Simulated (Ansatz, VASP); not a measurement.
## Al: VASP beside Ansatz

The input INCAR:

```
ALGO = Normal
EDIFF = 1E-6
ENCUT = 520
ISIF = 2
ISMEAR = -1
LASPH = T
LCHARG = F
LREAL = F
LWAVE = F
NBANDS = 10
NELM = 60
PREC = Accurate
SIGMA = 0.1
```

Contents of KPOINTS:

```
k-points
0
Gamma
  18 18 12
```

The input POSCAR:

```
Al
1.0
   -3.1643211438      2.7725037496      1.3154737465
    2.7725037496     -3.1643211438      1.3154737465
    2.2993612592      2.2993612592     -2.0330880218
Al
2
Direct
    0.9895142962      0.0104857038      0.0000000000
    0.7604857038      0.2395142962      0.5000000000
```

Input for Ansatz:

```yaml
crystal:
  lattice:
    - [-3.1643211438, 2.7725037496, 1.3154737465]
    - [2.7725037496, -3.1643211438, 1.3154737465]
    - [2.2993612592, 2.2993612592, -2.0330880218]
  atoms:
    - { symbol: Al, position: [0.9895142962, 0.0104857038, 0.0] }
    - { symbol: Al, position: [0.7604857038, 0.2395142962, 0.5] }
hamiltonian:
  xc: lda
  pseudopotentials:
    kind: paw
    azcp:
      Al: "pseudopotentials/Al.paw.azcp"
basis:
  ecutwfc: 420
  fft_grid_basis: typed
kpoints:
  mp_grid: { grid: [18, 18, 12], shift: [0, 0, 0] }
magnetization:
  spin_polarized: false
scf:
  occupations: { method: fermi_dirac, width: 0.1 }
  lower_state_search: "off"
output:
  stress: true
```

Alike in both runs: task single point; functional LDA; k mesh 18 × 18 × 12; occupations fermi-dirac, width 0.1 eV; no spin polarisation.

```csv
,VASP,Ansatz
version,VASP 6.6.1,Ansatz 0.2.0
potentials or method,"VASP PAW LDA potentials, release 64 (Al), cutoff 520 eV","plane waves (420 eV) with PAW, scalar-relativistic"
valence electrons in the cell,6,6
```

```tsv
	VASP	Ansatz	Ansatz less VASP
pressure (GPa)	7.7	7.6	-0.13
traceless stress, the component that is largest in VASP (GPa)	-0.25	-0.25	+0.005
```

Ansatz warns that its potentials were made for another functional, while VASP's fit it. LDA's correlation is that of Perdew and Zunger in VASP and of Perdew and Wang (1992) in Ansatz.
